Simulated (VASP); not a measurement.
# Cu (Cmcm) in VASP: notebook, part 2 of 2

VASP 6.6.1. Earlier steps stand in the parts before.

## 5. Single point, r2SCAN

File POSCAR:

```
Cu
1.0
    1.2184636900     -3.9763780100      0.0000000000
    1.2184636900      3.9763780100      0.0000000000
    0.0000000000      0.0000000000      2.4754955200
Cu
2
Direct
    0.1338666500      0.8661333500      0.2500000000
    0.8661333500      0.1338666500      0.7500000000
```

File INCAR.step1:

```
SYSTEM = Cu
PREC     = Accurate       ! precision mode
ENCUT    = 520            ! plane-wave cutoff, eV
ISMEAR   = -1             ! smearing method
SIGMA    = 0.1            ! smearing width, eV
LREAL    = .FALSE.        ! projectors in reciprocal space
LASPH    = .TRUE.         ! aspherical terms in the spheres
NELM     = 80             ! most SCF steps
NBANDS   = 18             ! bands
GGA      = PE             ! functional
ALGO     = Normal         ! electronic algorithm
EDIFF    = 1E-4           ! SCF threshold, eV
LWAVE    = .TRUE.         ! write WAVECAR
LCHARG   = .FALSE.        ! write CHGCAR
```

File INCAR.step2:

```
SYSTEM = Cu
PREC     = Accurate       ! precision mode
ENCUT    = 520            ! plane-wave cutoff, eV
EDIFF    = 1E-7           ! SCF threshold, eV
ISMEAR   = -1             ! smearing method
SIGMA    = 0.1            ! smearing width, eV
LREAL    = .FALSE.        ! projectors in reciprocal space
LASPH    = .TRUE.         ! aspherical terms in the spheres
NELM     = 80             ! most SCF steps
ALGO     = Normal         ! electronic algorithm
ISIF     = 2              ! what is computed and relaxed
LWAVE    = .FALSE.        ! write WAVECAR
LCHARG   = .TRUE.         ! write CHGCAR
METAGGA  = R2SCAN         ! meta-GGA
LMIXTAU  = .TRUE.       
LELF     = .TRUE.         ! ELF
LVHAR    = .TRUE.       
NBANDS   = 18             ! bands
ISTART   = 1
```

File KPOINTS:

```
regular mesh
0
G
  12 12 11
  0 0 0
```

Potentials or basis: VASP PAW PBE potentials, release 64 (Cu).

Command:

```console
$ cat potpaw_PBE.64/Cu/POTCAR > POTCAR
$ cp INCAR.step1 INCAR
$ mpirun -np 1 vasp_std > vasp.out
$ cp INCAR.step2 INCAR
$ mpirun -np 1 vasp_std > vasp.out
```

OUTCAR:

```text
SYSTEM = Cu
   PREC = Accurate
   ENCUT = 520
   EDIFF = 1E-7
   ISMEAR = -1
   LREAL = .FALSE.
   LASPH = .TRUE.
   NELM = 80
   ISIF = 2
   METAGGA = R2SCAN
   ISTART = 1

 ion  position               nearest neighbor table
   1  0.134  0.866  0.250-   2 2.46   2 2.46   2 2.54   2 2.54   2 2.54   2 2.54
   2  0.866  0.134  0.750-   1 2.46   1 2.46   1 2.54   1 2.54   1 2.54   1 2.54

  LATTYP: Found a base centered orthorhombic cell.
 ALAT       =     2.4369273800
 B/A-ratio  =     3.2634357861
 C/A-ratio  =     1.0158265447

  Lattice vectors:

 A1 = (   1.2184636900,  -3.9763780100,   0.0000000000)
 A2 = (   1.2184636900,   3.9763780100,   0.0000000000)
 A3 = (   0.0000000000,   0.0000000000,   2.4754955200)

Analysis of symmetry for initial positions (statically):
=====================================================================
 Subroutine PRICEL returns:
 Original cell was already a primitive cell.

 Routine SETGRP: Setting up the symmetry group for a
 base centered orthorhombic supercell.

 Subroutine GETGRP returns: Found  8 space group operations
 (whereof  4 operations were pure point group operations)
 out of a pool of  8 trial point group operations.

The static configuration has the point symmetry C_2h.
 The point group associated with its full space group is D_2h.

Analysis of symmetry for dynamics (positions and initial velocities):
=====================================================================
 Subroutine PRICEL returns:
 Original cell was already a primitive cell.

 Routine SETGRP: Setting up the symmetry group for a
 base centered orthorhombic supercell.

 Subroutine GETGRP returns: Found  8 space group operations
 (whereof  4 operations were pure point group operations)
 out of a pool of  8 trial point group operations.

The dynamic configuration has the point symmetry C_2h.
 The point group associated with its full space group is D_2h.

 Subroutine INISYM returns: Found  8 space group operations
 (whereof  4 operations are pure point group operations),
 and found     1 'primitive' translations

----------------------------------------------------------------------------------------

                                     Primitive cell

  volume of cell :      23.9879

  direct lattice vectors                    reciprocal lattice vectors
     1.218463690 -3.976378010  0.000000000     0.410352811 -0.125742572  0.000000000
     1.218463690  3.976378010  0.000000000     0.410352811  0.125742572  0.000000000
     0.000000000  0.000000000  2.475495520     0.000000000  0.000000000  0.403959527

  length of vectors
     4.158874348  4.158874348  2.475495520     0.429186001  0.429186001  0.403959527

  position of ions in fractional coordinates (direct lattice)
     0.133866650  0.866133350  0.250000000
     0.866133350  0.133866650  0.750000000

  ion indices of the primitive-cell ions
   primitive index   ion index
                 1           1
                 2           2

----------------------------------------------------------------------------------------

 KPOINTS: regular mesh

Automatic generation of k-mesh.
 Grid dimensions read from file:
 generate k-points for:   12   12   11

 Generating k-lattice:

  Cartesian coordinates                     Fractional coordinates (reciprocal lattice)
     0.034196068 -0.010478548  0.000000000     0.083333333 -0.000000000  0.000000000
     0.034196068  0.010478548  0.000000000    -0.000000000  0.083333333  0.000000000
     0.000000000  0.000000000  0.036723593     0.000000000  0.000000000  0.090909091

  Length of vectors
     0.035765500  0.035765500  0.036723593

  Shift w.r.t. Gamma in fractional coordinates (k-lattice)
     0.000000000  0.000000000  0.000000000

 Subroutine IBZKPT returns following result:
 ===========================================

 Found    258 irreducible k-points:

 Following reciprocal coordinates:
            Coordinates               Weight
  0.000000  0.000000  0.000000      1.000000
  0.083333 -0.000000  0.000000      4.000000
  0.166667  0.000000  0.000000      4.000000
  0.250000  0.000000  0.000000      4.000000
  0.333333 -0.000000  0.000000      4.000000
  0.416667  0.000000  0.000000      4.000000
[... 16 lines left out ...]
  0.500000  0.166667  0.000000      4.000000
 -0.416667  0.166667  0.000000      4.000000
 [... further k-points ...]
   k-points           NKPTS =    258   k-points in BZ     NKDIM =    258   number of bands    NBANDS=     18
   number of dos      NEDOS =    301   number of ions     NIONS =      2
   total plane-waves  NPLWV =  18432
   dimension x,y,z NGX =    32 NGY =   32 NGZ =   18
   dimension x,y,z NGXF=    64 NGYF=   64 NGZF=   36
   ions per type =               2
   NGX,Y,Z   is equivalent  to a cutoff of  12.79, 12.79, 12.09 a.u.
   NGXF,Y,Z  is equivalent  to a cutoff of  25.58, 25.58, 24.18 a.u.
 SYSTEM =  Cu
   PREC   = accura    normal or accurate (medium, high low for compatibility)
   ISTART =      1    job   : 0-new  1-cont  2-samecut
   ICHARG =      0    charge: 1-file 2-atom 10-const
   ISPIN  =      1    spin polarized calculation?
   LNONCOLLINEAR =      F non collinear calculations
   LSORBIT =      F    spin-orbit coupling
   LASPH  =      T    aspherical Exc in radial PAW
   ENCUT  =  520.0 eV  38.22 Ry    6.18 a.u.   7.73  7.73  4.60*2*pi/ulx,y,z
   NELM   =     80;   NELMIN=  2; NELMDL=  0     # of ELM steps
   EDIFF  = 0.1E-06   stopping-criterion for ELM
   LREAL  =      F    real-space projection
   EDIFFG = 0.1E-05   stopping-criterion for IOM
   NSW    =      0    number of steps for IOM
   IBRION =     -1    ionic relax: 0-MD 1-quasi-New 2-CG
   NFREE  =      0    steps in history (QN), initial steepest desc. (CG)
   ISIF   =      2    stress and relaxation
   ISYM   =      2    0-nonsym 1-usesym 2-fastsym
   POTIM  = 0.5000    time-step for ionic-motion
   TEBEG  =    0.0;   TEEND  =   0.0 temperature during run
   PSTRESS=    0.0 pullay stress
   NELECT =      22.0000    total number of electrons
   NUPDOWN=      -1.0000    fix difference up-down
   EMIN   =  10.00;   EMAX   =-10.00  energy-range for DOS
   EFERMI =   0.00;   METHOD = LEGACY
   ISMEAR =    -1;   SIGMA  =   0.10  broadening in eV -4-tet -1-fermi 0-gaus
   EFERMI_NEDOS =   21; number of points for ismear=-14 and -15
   IALGO  =     38    algorithm
   IMIX   =      4    mixing-type and parameters
     AMIX     =   0.40;   BMIX     =  1.00
     AMIX_MAG =   1.60;   BMIX_MAG =  1.00
  volume/ion in A,a.u.               =      11.99        80.94
  Fermi-wavevector in a.u.,A,eV,Ry     =   1.590566  3.005733 34.421366  2.529899
  Thomas-Fermi vector in A             =   2.689241
   LORBIT       =      0    0 simple, 1 ext, 2 COOP (PROOUT), +10 PAW based schemes
   METAGGA = R2SCAN    functional components
   LHFCALC =     F    Hartree Fock is set to
   AEXX    =    0.0000 exact exchange contribution
   IVDW    =     0    specifies the selected vdW correction
   LEPSILON=     F    determine dielectric tensor
   LRPA    =     F    only Hartree local field effects (RPA)
 non-spin polarized calculation
  energy-cutoff  :      520.00
  volume of cell :       23.99
 maximum number of plane-waves:       670
   NGX = 15   NGY = 15   NGZ =  9

 number of electron      21.9999988 magnetization

 Free energy of the ion-electron system (eV)
  ---------------------------------------------------
  ext. energy  EPLUGINS =         0.00000000
  ---------------------------------------------------
  free energy    TOTEN  =       -21.35941476 eV

  energy without entropy =      -21.34449536  energy(sigma->0) =      -21.35195506

 E-fermi :   7.2224     XC(G=0): -13.5741

 val. band max:        7.1942142987   @ k =   0.0000   0.0000   0.0000
 cond. band min:       7.2236571194   @ k =   0.1667   0.0833   0.4545
 fundamental gap:      0.0294428207
 Fermi energy:         7.2223858183

 k-point     1 :       0.0000    0.0000    0.0000
  band No.  band energies     occupation
      1      -2.3150      2.00000
      2       2.0966      2.00000
      3       2.8800      2.00000
      4       3.3694      2.00000
      5       4.0925      2.00000
      6       4.3497      2.00000
[... 10 lines left out ...]
     17      27.4645      0.00000
     18      29.6211      0.00000
[... 463 lines left out ...]
 k-point    24 :      -0.4167    0.1667    0.0000
  band No.  band energies     occupation
      1       0.0706      2.00000
      2       2.3406      2.00000
      3       3.2555      2.00000
      4       3.4942      2.00000
      5       3.9554      2.00000
      6       4.4070      2.00000
[... 10 lines left out ...]
     17      28.6173      0.00000
     18      29.4412      0.00000

 [... further k-points ...]

------------------------ aborting loop because EDIFF is reached ----------------------------------------

  FORCE on cell =-STRESS in cart. coord.  units (eV):
  Direction    XX          YY          ZZ          XY          YZ          ZX
  --------------------------------------------------------------------------------------
  -------------------------------------------------------------------------------------
  Total        0.1289493      0.0933466      0.1660204      0.0000000      0.0000000      0.0000000
  in kB        8.6126587      6.2347176     11.0886753      0.0000000      0.0000000      0.0000000
  external PRESSURE =       8.6453505 kB  Pullay stress =       0.0000000 kB

 VOLUME and BASIS-vectors are now :
 -----------------------------------------------------------------------------
  energy-cutoff  :      520.00
  volume of cell :       23.99
      direct lattice vectors                 reciprocal lattice vectors
     1.218463690 -3.976378010  0.000000000     0.410352811 -0.125742572  0.000000000
     1.218463690  3.976378010  0.000000000     0.410352811  0.125742572  0.000000000
     0.000000000  0.000000000  2.475495520     0.000000000  0.000000000  0.403959527

 POSITION                                       TOTAL-FORCE (eV/Angst)
 -----------------------------------------------------------------------------------
      1.21846      2.91177      0.61887         0.000000      0.019134      0.000000
      1.21846     -2.91177      1.85662         0.000000     -0.019134     -0.000000
 -----------------------------------------------------------------------------------
    total drift:                                0.000000      0.000000      0.000000

  FREE ENERGIE OF THE ION-ELECTRON SYSTEM (eV)
  ---------------------------------------------------
  free  energy   TOTEN  =       -21.3594147619 eV

  energy  without entropy=      -21.3444953556  energy(sigma->0) =      -21.35195506
```

It took 5 min on 1 thread of AMD EPYC 9R45 (Zen 5), shared host; peak memory 0.19 GiB.

Results:

```yaml
Free_energy: -21.3594 eV
Pressure: 0.9 GPa
Largest_force: 0.019 eV/Å
Band_gap_on_the_k_mesh: zero (bands 11 and 12 overlap by 5.44 eV)
```

Forces in eV/Å, atoms in the order of the input:
```
Cu   0.000  0.019  0.000
Cu   0.000 -0.019  0.000
```

Stress tensor (GPa, compression positive):
```
0.86 0.00 0.00
0.00 0.62 0.00
0.00 0.00 1.11
```

Caveat: the PAW data sets were made with another functional, which shifts forces and pressure a little.

## 6. Overview

| smearing | gap on the mesh (eV) | pressure (GPa) | largest force (eV/Å) |
| --- | --- | --- | --- |
| fermi-dirac 0.5 eV | none | 2.8 | 0.02 |
| fermi-dirac 0.3 eV | none | 1.4 | 0.02 |
| fermi-dirac 0.2 eV | none | 1.1 | 0.02 |
| fermi-dirac 0.1 eV | none | 0.9 | 0.02 |

Alike in all rows: task single point; level r2SCAN; potentials or basis VASP PAW PBE potentials, release 64 (Cu); no spin polarisation; cell as given; k mesh 12 × 12 × 11; cutoff (eV) 520.

Caveats: the PAW data sets were made with another functional, which shifts forces and pressure a little; so wide a smearing shifts energies and pressures (at least some runs).

Total energies depend on the potentials used, so only differences within one code and one set of settings carry meaning.
